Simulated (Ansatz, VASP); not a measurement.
## TiAl3: VASP beside Ansatz

File POSCAR:

```
TiAl3
1.0
   -1.9111067713      1.9111067713      4.2806687947
    1.9111067713     -1.9111067713      4.2806687947
    1.9111067713      1.9111067713     -4.2806687947
Ti Al
1 3
Direct
    0.0000000000      0.0000000000      0.0000000000
    0.5000000000      0.5000000000      0.0000000000
    0.7500000000      0.2500000000      0.5000000000
    0.2500000000      0.7500000000      0.5000000000
```

The input INCAR.step1:

```
PREC     = Accurate       # precision mode
ENCUT    = 520            # plane-wave cutoff, eV
ISMEAR   = -1             # smearing method
SIGMA    = 0.05           # smearing width, eV
LREAL    = F              # projectors in reciprocal space
LASPH    = T              # aspherical terms in the spheres
NELM     = 100            # most SCF steps
NBANDS   = 18             # bands
GGA      = PE             # functional
ALGO     = Normal         # electronic algorithm
EDIFF    = 1E-4           # SCF threshold, eV
LWAVE    = T              # write WAVECAR
LCHARG   = F              # write CHGCAR
```

Contents of INCAR.step2:

```
PREC     = Accurate       # precision mode
ENCUT    = 520            # plane-wave cutoff, eV
EDIFF    = 1E-8           # SCF threshold, eV
ISMEAR   = -1             # smearing method
SIGMA    = 0.05           # smearing width, eV
LREAL    = F              # projectors in reciprocal space
LASPH    = T              # aspherical terms in the spheres
NELM     = 100            # most SCF steps
ALGO     = Normal         # electronic algorithm
ISIF     = 2              # what is computed and relaxed
LWAVE    = F              # write WAVECAR
LCHARG   = F              # write CHGCAR
METAGGA  = R2SCAN         # meta-GGA
LMIXTAU  = T            
LEFG     = T            
NBANDS   = 18             # bands
ISTART   = 1
```

File KPOINTS:

```
regular mesh
0
Gamma
  12 12 12
```

Input for Ansatz:

```yaml
crystal:
  lattice:
    - [-1.9111067713, 1.9111067713, 4.2806687947]
    - [1.9111067713, -1.9111067713, 4.2806687947]
    - [1.9111067713, 1.9111067713, -4.2806687947]
  atoms:
    - { symbol: Ti, position: [0.0, 0.0, 0.0] }
    - { symbol: Al, position: [0.5, 0.5, 0.0] }
    - { symbol: Al, position: [0.75, 0.25, 0.5] }
    - { symbol: Al, position: [0.25, 0.75, 0.5] }
kpoints:
  mp_grid: { grid: [12, 12, 12] }
scf:
  occupations: { method: fermi_dirac, width: 0.05 }
hamiltonian:
  xc: r2scan
  pseudopotentials: { kind: paw }
output:
  forces: true
  stress: true
  populations: true
  efg:
    quadrupole_moments_barn: { Ti: 0.247, Al: 0.1466 }
    contact_densities: true
```

Alike in both runs: task electric field gradients; functional r2SCAN; k mesh 12 × 12 × 12; occupations fermi-dirac, width 0.05 eV; no spin polarisation.

```csv
,VASP,Ansatz
version,VASP 6.6.1,Ansatz 0.2.0
potentials or method,"VASP PAW PBE potentials, release 64 (Ti_sv, Al)","plane-wave PAW, scalar-relativistic"
plane-wave cutoff (eV),520,500
valence electrons in the cell,21,21
```

|  | VASP | Ansatz | Ansatz less VASP |
| --- | --- | --- | --- |
| pressure (GPa) | 0.0 | 0.1 | +0.09 |
| traceless stress, the component that is largest in VASP (GPa) | -0.08 | -0.10 | -0.017 |
| size of Vzz on the site where it differs most (V/Å²) | 33.7 | 32.3 | -1.45 |

VASP's potentials were made for PBE, not for r2SCAN.
